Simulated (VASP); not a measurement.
Write the native input for VASP 6.6.1 that does the following.

```
Task                   : single point
Functional             : PBE
Potentials or basis    : VASP PAW PBE potentials, release 64 (Li_sv)
Cutoff                 : 520 eV
k mesh                 : 5 × 5 × 5
Occupations            : fermi-dirac, width 0.05 eV
Spin                   : no spin polarisation
Dipole correction      : no
Further INCAR settings : ALGO = Normal; EDIFF = 1e-06; NBANDS = 8
```

The structure of Li lies in POSCAR:

```
Li
1.0
    0.0000000000      2.2020000000      2.2020000000
    2.2020000000      0.0000000000      2.2020000000
    2.2020000000      2.2020000000      0.0000000000
Li
1
Direct
    0.0000000000      0.0000000000      0.0000000000
```

This isn't the form of Li at room conditions, which is bcc.

The input as run:

INCAR

```
PREC     = Accurate       # precision mode
ENCUT    = 520            # plane-wave cutoff, eV
EDIFF    = 1E-6           # SCF threshold, eV
ISMEAR   = -1             # smearing method
SIGMA    = 0.05           # smearing width, eV
LREAL    = F              # projectors in reciprocal space
LASPH    = T              # aspherical terms in the spheres
NELM     = 80             # most SCF steps
ALGO     = Normal         # electronic algorithm
ISIF     = 2              # what is computed and relaxed
LWAVE    = F              # write WAVECAR
LCHARG   = F              # write CHGCAR
GGA      = PE             # functional
NBANDS   = 8              # bands
```

KPOINTS

```
Automatic mesh
0
Gamma
  5 5 5
```

Potentials or basis: VASP PAW PBE potentials, release 64 (Li_sv).

The run is started by

```bash
$ cat potpaw_PBE.64/Li_sv/POTCAR > POTCAR
$ mpirun -np 1 vasp_std > vasp.out
```

Results of the run:

```yaml
Band_gap_on_the_k_mesh: zero (an odd number of electrons rules out a gap without spin polarisation)
```

Caveat: the k points lie up to 0.49 Å⁻¹ apart, too coarse for converged energies and pressures of a metal.

Wall time 2.8 s on 1 thread of Intel Xeon 8259CL, on a shared host, peak memory 0.12 GiB.
